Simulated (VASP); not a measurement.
A run of VASP 6.6.1:

The input INCAR:

```
SYSTEM = Ba
PREC = Accurate ; ENCUT = 520
EDIFF = 1E-7 ; ISMEAR = 0
SIGMA = 0.1 ; LREAL = .FALSE.
LASPH = .TRUE. ; NELM = 60
ALGO = Fast ; ISIF = 2
LWAVE = .FALSE. ; LCHARG = .FALSE.
LDIPOL = .TRUE. ; IDIPOL = 3
DIPOL = 0.5 0.5 0.500 ; GGA = PE
NBANDS = 28
```

KPOINTS

```
regular mesh
0
G
  6 6 1
  0 0 0
```

File POSCAR:

```
Ba
1.0
    4.3301270168     -0.0000000011      0.0000000000
   -1.4433756700      4.0824829034      0.0000000000
    0.0000000000      0.0000000000     28.6066018822
Ba
4
Direct
    0.5000000000      0.5000000000      0.3146126911
    0.0000000000      0.0000000000      0.4382042304
    0.5000000000      0.5000000000      0.5636862793
    0.0000000000      0.0000000000      0.6853078160
```

Potentials or basis: VASP PAW PBE potentials, release 64 (Ba_sv).

Command:

```sh
$ cat potpaw_PBE.64/Ba_sv/POTCAR > POTCAR
$ mpirun -np 1 vasp_std > vasp.out
```

Hardware: 1 thread of Oxide Virtual Turin-like Processor (shared host).

Problem. How long does it take, and how much memory?

Solution. Run time: 11 min on 1 thread of Oxide Virtual Turin-like Processor (shared host), peak memory 0.53 GiB. Counts: scf iterations 27, k points 13.
